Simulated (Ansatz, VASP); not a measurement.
Ta in VASP and in Ansatz

```xyz
1
Lattice="-1.7059 1.7059 1.7059 1.7059 -1.7059 1.7059 1.7059 1.7059 -1.7059" Properties=species:S:1:pos:R:3 pbc="T T T"
Ta    0.0000    0.0000    0.0000
```

Change from the starting cell: strain +0.040 along x and y, +0.040 along z, atoms carried along.

Alike in both runs: task single point; functional PBEsol; k mesh 26 × 26 × 26; occupations gaussian, width 0.15 eV; no spin polarisation.

|  | VASP | Ansatz |
| --- | --- | --- |
| version | VASP 6.6.1 | Ansatz 0.2.0 |
| potentials or method | VASP PAW PBE potentials, release 64 (Ta_pv), cutoff 520 eV | scalar-relativistic, plane waves, PAW |
| valence electrons in the cell | 11 | 13 |

|  | VASP | Ansatz | Ansatz less VASP |
| --- | --- | --- | --- |
| gap on the k mesh at the Fermi level (eV) | none | none | - |
| pressure (GPa) | -19.4 | -19.4 | -0.03 |

VASP's potentials were made for PBE, not for PBEsol. A gap of «none» marks a metal or a gap that the smearing closes. VASP's potentials hold 11 valence electrons a cell and Ansatz's 13, so a difference there can come from the potentials and not from the codes.

Spin-orbit coupling is off throughout.
